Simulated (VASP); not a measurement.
A run of VASP 6.6.1:

INCAR

```
SYSTEM = GaBi2Sb3S
ALGO = Normal
EDIFF = 1E-6
ENCUT = 500
GGA = PE
GGA_COMPAT = .FALSE.
ISIF = 2
ISMEAR = 0
LASPH = .TRUE.
LCHARG = .TRUE.
LELF = .TRUE.
LREAL = .FALSE.
LVHAR = .TRUE.
LWAVE = .FALSE.
NBANDS = 41
NELM = 120
PREC = Accurate
SIGMA = 0.15
```

KPOINTS

```
k-points
0
G
  2 2 2
  0 0 0
```

The input POSCAR:

```
GaBi2Sb3S
1.0
    8.8955613395      0.0000000039      0.0000000000
   -4.4477806731      7.7037820989      0.0000000000
    0.0000000000      0.0000000000      4.4921396602
Ga Sb Bi S
1 3 2 1
Direct
    0.0000000000      0.0000000000      0.0000000000
    0.3343832080      0.0000000000      0.0000000000
    0.0000000000      0.3343832080      0.0000000000
    0.6656167920      0.6656167920      0.0000000000
    0.3333333333      0.6666666667      0.0000000000
    0.6666666667      0.3333333333      0.0000000000
    0.0000000000      0.0000000000      0.5000000000
```

Potentials or basis: VASP PAW PBE potentials, release 64 (Ga_d, Sb, Bi_d, S).

Launch:

```console
$ cat potpaw_PBE.64/Ga_d/POTCAR potpaw_PBE.64/Sb/POTCAR potpaw_PBE.64/Bi_d/POTCAR potpaw_PBE.64/S/POTCAR > POTCAR
$ mpirun -np 1 vasp_std > vasp.out
```

Hardware: 1 thread of AMD EPYC 9R45 (Zen 5) (shared host).

Task: Estimate the wall time of this run.

Result: Run time: 40 s on 1 thread of AMD EPYC 9R45 (Zen 5), on a shared host, peak memory 0.42 GiB. Counts: scf iterations 15, k points 4.
